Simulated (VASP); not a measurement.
# GaSb (I-4m2) in VASP: a series of runs

Runs on GaSb. Level: PBE. Tasks: single point.

All numbers are computed with VASP 6.6.1; they aren't measurements. Logs are shortened: lines on timing, memory, paths and dates and some standing lists are left out, and cuts for length are marked.

### 1 The cell of the first run

The structure is tetragonal, space group I-4m2 (No. 119). Conventional cell: a = 5.145 Å, b = 5.145 Å, c = 3.415 Å, α = 90.00°, β = 90.00°, γ = 90.00°. Within 3.7 Å of Ga (site symmetry -4m2) lie 8 Sb at 2.71 to 3.63 Å and 2 Ga at 3.42 Å. Sb (site symmetry -4m2) has 8 Ga at 2.71 to 3.63 Å and 2 Sb at 3.42 Å within 3.7 Å.

### 2 Single point, PBE

File INCAR:

```
PREC = Accurate ; ENCUT = 520
EDIFF = 1E-7 ; ISMEAR = 0
SIGMA = 0.15 ; LREAL = F
LASPH = T ; NELM = 100
ALGO = Normal ; ISIF = 2
LWAVE = F ; LCHARG = T
GGA = PE ; LELF = T
LVHAR = T ; NBANDS = 16
```

File KPOINTS:

```
regular mesh
0
Gamma
  16 16 16
```

File POSCAR:

```
GaSb
1.0
   -2.5723000000      2.5723000000      1.7076500000
    2.5723000000     -2.5723000000      1.7076500000
    2.5723000000      2.5723000000     -1.7076500000
Ga Sb
1 1
Direct
    0.2500000000      0.7500000000      0.5000000000
    0.0000000000      0.0000000000      0.0000000000
```

Potentials or basis: VASP PAW PBE potentials, release 64 (Ga_d, Sb).

The run is started by

```
cat potpaw_PBE.64/Ga_d/POTCAR potpaw_PBE.64/Sb/POTCAR > POTCAR
mpirun -np 1 vasp_std > vasp.out
```

OUTCAR:

```text
PREC = Accurate
   ENCUT = 520
   EDIFF = 1E-7
   ISMEAR = 0
   LREAL = F
   LASPH = T
   NELM = 100
   ISIF = 2
   GGA = PE

 ion  position               nearest neighbor table
   1  0.250  0.750  0.500-   2 2.71   2 2.71   2 2.71   2 2.71
   2  0.000  0.000  0.000-   1 2.71   1 2.71   1 2.71   1 2.71

  LATTYP: Found a body centered tetragonal cell.
 ALAT       =     5.1446000000
 C/A-ratio  =     0.6638611359

  Lattice vectors:

 A1 = (  -2.5723000000,   2.5723000000,   1.7076500000)
 A2 = (   2.5723000000,  -2.5723000000,   1.7076500000)
 A3 = (   2.5723000000,   2.5723000000,  -1.7076500000)

Analysis of symmetry for initial positions (statically):
=====================================================================
 Subroutine PRICEL returns:
 Original cell was already a primitive cell.

 Routine SETGRP: Setting up the symmetry group for a
 body centered tetragonal supercell.

 Subroutine GETGRP returns: Found  8 space group operations
 (whereof  8 operations were pure point group operations)
 out of a pool of 16 trial point group operations.

The static configuration has the point symmetry D_2d.

Analysis of symmetry for dynamics (positions and initial velocities):
=====================================================================
 Subroutine PRICEL returns:
 Original cell was already a primitive cell.

 Routine SETGRP: Setting up the symmetry group for a
 body centered tetragonal supercell.

 Subroutine GETGRP returns: Found  8 space group operations
 (whereof  8 operations were pure point group operations)
 out of a pool of 16 trial point group operations.

The dynamic configuration has the point symmetry D_2d.

 Subroutine INISYM returns: Found  8 space group operations
 (whereof  8 operations are pure point group operations),
 and found     1 'primitive' translations

----------------------------------------------------------------------------------------

                                     Primitive cell

  volume of cell :      45.1962

  direct lattice vectors                    reciprocal lattice vectors
    -2.572300000  2.572300000  1.707650000     0.000000000  0.194378572  0.292800047
     2.572300000 -2.572300000  1.707650000     0.194378572  0.000000000  0.292800047
     2.572300000  2.572300000 -1.707650000     0.194378572  0.194378572  0.000000000

  length of vectors
     4.018646924  4.018646924  4.018646924     0.351446862  0.351446862  0.274892812

  position of ions in fractional coordinates (direct lattice)
     0.250000000  0.750000000  0.500000000
     0.000000000  0.000000000  0.000000000

  ion indices of the primitive-cell ions
   primitive index   ion index
                 1           1
                 2           2

----------------------------------------------------------------------------------------

 KPOINTS: regular mesh

Automatic generation of k-mesh.
 Grid dimensions read from file:
 generate k-points for:   16   16   16

 Generating k-lattice:

  Cartesian coordinates                     Fractional coordinates (reciprocal lattice)
     0.000000000  0.012148661  0.018300003     0.062500000  0.000000000  0.000000000
     0.012148661  0.000000000  0.018300003     0.000000000  0.062500000  0.000000000
     0.012148661  0.012148661  0.000000000     0.000000000  0.000000000  0.062500000

  Length of vectors
     0.021965429  0.021965429  0.017180801

  Shift w.r.t. Gamma in fractional coordinates (k-lattice)
     0.000000000  0.000000000  0.000000000

 Subroutine IBZKPT returns following result:
 ===========================================

 Found    349 irreducible k-points:

 Following reciprocal coordinates:
            Coordinates               Weight
  0.000000  0.000000  0.000000      1.000000
  0.062500  0.000000  0.000000      8.000000
  0.125000  0.000000  0.000000      8.000000
  0.187500  0.000000  0.000000      8.000000
  0.250000  0.000000  0.000000      8.000000
  0.312500 -0.000000  0.000000      8.000000
[... 16 lines left out ...]
 -0.125000  0.062500  0.000000     16.000000
 -0.062500  0.062500  0.000000      4.000000
 [... further k-points ...]
   k-points           NKPTS =    349   k-points in BZ     NKDIM =    349   number of bands    NBANDS=     16
   number of dos      NEDOS =    301   number of ions     NIONS =      2
   total plane-waves  NPLWV =  27000
   dimension x,y,z NGX =    30 NGY =   30 NGZ =   30
   dimension x,y,z NGXF=    60 NGYF=   60 NGZF=   60
   ions per type =               1   1
   NGX,Y,Z   is equivalent  to a cutoff of  12.41, 12.41, 12.41 a.u.
   NGXF,Y,Z  is equivalent  to a cutoff of  24.82, 24.82, 24.82 a.u.
 SYSTEM =  unknown system
   PREC   = accura    normal or accurate (medium, high low for compatibility)
   ISTART =      0    job   : 0-new  1-cont  2-samecut
   ICHARG =      2    charge: 1-file 2-atom 10-const
   ISPIN  =      1    spin polarized calculation?
   LNONCOLLINEAR =      F non collinear calculations
   LSORBIT =      F    spin-orbit coupling
   LASPH  =      T    aspherical Exc in radial PAW
   ENCUT  =  520.0 eV  38.22 Ry    6.18 a.u.   7.47  7.47  7.47*2*pi/ulx,y,z
   NELM   =    100;   NELMIN=  2; NELMDL= -5     # of ELM steps
   EDIFF  = 0.1E-06   stopping-criterion for ELM
   LREAL  =      F    real-space projection
   EDIFFG = 0.1E-05   stopping-criterion for IOM
   NSW    =      0    number of steps for IOM
   IBRION =     -1    ionic relax: 0-MD 1-quasi-New 2-CG
   NFREE  =      0    steps in history (QN), initial steepest desc. (CG)
   ISIF   =      2    stress and relaxation
   ISYM   =      2    0-nonsym 1-usesym 2-fastsym
   POTIM  = 0.5000    time-step for ionic-motion
   TEBEG  =    0.0;   TEEND  =   0.0 temperature during run
   PSTRESS=    0.0 pullay stress
   NELECT =      18.0000    total number of electrons
   NUPDOWN=      -1.0000    fix difference up-down
   EMIN   =  10.00;   EMAX   =-10.00  energy-range for DOS
   EFERMI =   0.00;   METHOD = LEGACY
   ISMEAR =     0;   SIGMA  =   0.15  broadening in eV -4-tet -1-fermi 0-gaus
   EFERMI_NEDOS =   21; number of points for ismear=-14 and -15
   IALGO  =     38    algorithm
   IMIX   =      4    mixing-type and parameters
     AMIX     =   0.40;   BMIX     =  1.00
     AMIX_MAG =   1.60;   BMIX_MAG =  1.00
  volume/ion in A,a.u.               =      22.60       152.50
  Fermi-wavevector in a.u.,A,eV,Ry     =   1.204476  2.276130 19.738835  1.450763
  Thomas-Fermi vector in A             =   2.340200
   LORBIT       =      0    0 simple, 1 ext, 2 COOP (PROOUT), +10 PAW based schemes
   GGA     = PE    functional components
   LHFCALC =     F    Hartree Fock is set to
   AEXX    =    0.0000 exact exchange contribution
   IVDW    =     0    specifies the selected vdW correction
   LEPSILON=     F    determine dielectric tensor
   LRPA    =     F    only Hartree local field effects (RPA)
 non-spin polarized calculation
 Gauss-broadening in eV      SIGMA  =   0.15
  energy-cutoff  :      520.00
  volume of cell :       45.20
 maximum number of plane-waves:      1249
 NGX is ok and might be reduce to    30
   NGX = 15   NGY = 15   NGZ = 15

 number of electron      17.9999997 magnetization

 Free energy of the ion-electron system (eV)
  ---------------------------------------------------
  ext. energy  EPLUGINS =         0.00000000
  ---------------------------------------------------
  free energy    TOTEN  =        -6.82410770 eV

  energy without entropy =       -6.81545317  energy(sigma->0) =       -6.81978044

 E-fermi :   7.3242     XC(G=0): -10.5112

 val. band max:        7.3117008044   @ k =  -0.3750   0.5000   0.2500
 cond. band min:       7.3290796996   @ k =   0.5000   0.1250   0.0000
 fundamental gap:      0.0173788952
 Fermi energy:         7.3241685301

 k-point     1 :       0.0000    0.0000    0.0000
  band No.  band energies     occupation
      1      -7.7684      2.00000
      2      -7.7156      2.00000
      3      -7.7030      2.00000
      4      -7.7030      2.00000
      5      -7.7030      2.00000
      6      -5.1368      2.00000
[... 8 lines left out ...]
     15      16.2307      0.00000
     16      17.0385      0.00000

 k-point     2 :       0.0625    0.0000    0.0000
  band No.  band energies     occupation
      1      -7.7655      2.00000
      2      -7.7169      2.00000
      3      -7.7046      2.00000
      4      -7.7038      2.00000
      5      -7.7016      2.00000
      6      -5.0675      2.00000
[... 8 lines left out ...]
     15      16.5755      0.00000
     16      17.2733      0.00000

 k-point     3 :       0.1250    0.0000    0.0000
  band No.  band energies     occupation
      1      -7.7579      2.00000
      2      -7.7206      2.00000
      3      -7.7084      2.00000
      4      -7.7058      2.00000
      5      -7.6983      2.00000
      6      -4.8602      2.00000
[... 8 lines left out ...]
     15      16.6789      0.00000
     16      17.7391      0.00000

 k-point     4 :       0.1875    0.0000    0.0000
  band No.  band energies     occupation
      1      -7.7487      2.00000
      2      -7.7251      2.00000
      3      -7.7141      2.00000
      4      -7.7079      2.00000
      5      -7.6934      2.00000
      6      -4.5176      2.00000
[... 8 lines left out ...]
     15      16.0660      0.00000
     16      18.4620      0.00000
[... 324 lines left out ...]
 k-point    22 :      -0.1875    0.0625    0.0000
  band No.  band energies     occupation
      1      -7.7565      2.00000
      2      -7.7240      2.00000
      3      -7.7090      2.00000
      4      -7.7041      2.00000
      5      -7.6955      2.00000
      6      -4.7356      2.00000
[... 8 lines left out ...]
     15      16.1552      0.00000
     16      17.3703      0.00000

 k-point    23 :      -0.1250    0.0625    0.0000
  band No.  band energies     occupation
      1      -7.7642      2.00000
      2      -7.7195      2.00000
      3      -7.7054      2.00000
      4      -7.7023      2.00000
      5      -7.6995      2.00000
      6      -4.9842      2.00000
[... 8 lines left out ...]
     15      16.2057      0.00000
     16      17.0276      0.00000

 k-point    24 :      -0.0625    0.0625    0.0000
  band No.  band energies     occupation
      1      -7.7676      2.00000
      2      -7.7170      2.00000
      3      -7.7040      2.00000
      4      -7.7018      2.00000
      5      -7.7017      2.00000
      6      -5.0951      2.00000
[... 8 lines left out ...]
     15      16.0417      0.00000
     16      16.9605      0.00000

 [... further k-points ...]

------------------------ aborting loop because EDIFF is reached ----------------------------------------

  FORCE on cell =-STRESS in cart. coord.  units (eV):
  Direction    XX          YY          ZZ          XY          YZ          ZX
  --------------------------------------------------------------------------------------
  -------------------------------------------------------------------------------------
  Total        2.4260644      2.4260644      0.4239127      0.0000000      0.0000000      0.0000000
  in kB       86.0024499     86.0024499     15.0274386      0.0000000      0.0000000      0.0000000
  external PRESSURE =      62.3441128 kB  Pullay stress =       0.0000000 kB

 VOLUME and BASIS-vectors are now :
 -----------------------------------------------------------------------------
  energy-cutoff  :      520.00
  volume of cell :       45.20
      direct lattice vectors                 reciprocal lattice vectors
    -2.572300000  2.572300000  1.707650000     0.000000000  0.194378572  0.292800047
     2.572300000 -2.572300000  1.707650000     0.194378572  0.000000000  0.292800047
     2.572300000  2.572300000 -1.707650000     0.194378572  0.194378572  0.000000000

 POSITION                                       TOTAL-FORCE (eV/Angst)
 -----------------------------------------------------------------------------------
      2.57230      0.00000      0.85382         0.000000      0.000000     -0.000000
      0.00000      0.00000      0.00000        -0.000000     -0.000000      0.000000
 -----------------------------------------------------------------------------------
    total drift:                                0.000001     -0.000001      0.000000

  FREE ENERGIE OF THE ION-ELECTRON SYSTEM (eV)
  ---------------------------------------------------
  free  energy   TOTEN  =        -6.8241076989 eV

  energy  without entropy=       -6.8154531723  energy(sigma->0) =       -6.81978044
```

Run time: 2 min. Hardware: 1 thread of Intel Xeon 6975P-C (Granite Rapids), shared host; peak memory 0.38 GiB.

Results:

```yaml
Free_energy: -6.8241 eV
Pressure: 6.2 GPa
Band_gap_on_the_k_mesh: zero (bands 9 and 10 overlap by 5.36 eV)
```

Stress tensor (GPa, compression positive):
```
8.60 0.00 0.00
0.00 8.60 0.00
0.00 0.00 1.50
```

Caveat: the stress differs along the axes, from 2 to 9 GPa; spin-orbit coupling is left out, which moves the levels of the heavy elements.

### 3 Single point, PBE

This run uses another cell than the first one, of 22.87 Å³/atom.

File INCAR:

```
SYSTEM = GaSb
  PREC = Accurate
  ENCUT = 520
  EDIFF = 1E-6
  ISMEAR = 0
  SIGMA = 0.15
  LREAL = .FALSE.
  LASPH = .TRUE.
  NELM = 80
  ALGO = Normal
  ISIF = 2
  LWAVE = .FALSE.
  LCHARG = .FALSE.
  GGA = PE
  NBANDS = 16
```

File KPOINTS:

```
Automatic mesh
0
G
  16 16 16
  0 0 0
```

File POSCAR:

```
GaSb
1.0
   -2.6368500000      2.6368500000      1.6444000000
    2.6368500000     -2.6368500000      1.6444000000
    2.6368500000      2.6368500000     -1.6444000000
Ga Sb
1 1
Direct
    0.2500000000      0.7500000000      0.5000000000
    0.0000000000      0.0000000000      0.0000000000
```

Potentials or basis: VASP PAW PBE potentials, release 64 (Ga_d, Sb).

The run is started by

```
cat potpaw_PBE.64/Ga_d/POTCAR potpaw_PBE.64/Sb/POTCAR > POTCAR
mpirun -np 1 vasp_std > vasp.out
```

It took 97 s on 1 thread of Intel Xeon 6975P-C (Granite Rapids), shared host; peak memory 0.38 GiB.

The run converged. Its results:

```
Free energy            : -6.9165 eV
Pressure               : 4.4 GPa
Band gap on the k mesh : zero (bands 9 and 10 overlap by 5.33 eV)
```

Stress tensor (GPa, compression positive):
```
6.20 0.00 0.00
0.00 6.20 0.00
0.00 0.00 0.72
```

Levels at points of the mesh, in eV from the Fermi level:
| k point | band 6 | band 7 | band 8 | band 9 | band 10 | band 11 | band 12 | band 13 |
| --- | --- | --- | --- | --- | --- | --- | --- | --- |
| (0.00, 0.00, 0.00) | -12.37 | -2.04 | -1.72 | -1.72 | 3.62 | 4.27 | 6.68 | 7.50 |
| (0.50, 0.00, 0.00) | -8.86 | -6.12 | -2.30 | -1.93 | -1.12 | 2.23 | 3.59 | 5.57 |
| (0.50, 0.50, 0.00) | -10.59 | -8.35 | 0.30 | 1.72 | 2.93 | 3.02 | 4.08 | 5.66 |
| (0.50, 0.50, 0.50) | -9.10 | -5.85 | -5.25 | -5.25 | 2.29 | 3.69 | 11.43 | 11.43 |

Caveat: the stress differs along the axes, from 1 to 6 GPa; spin-orbit coupling is left out, which moves the levels of the heavy elements.
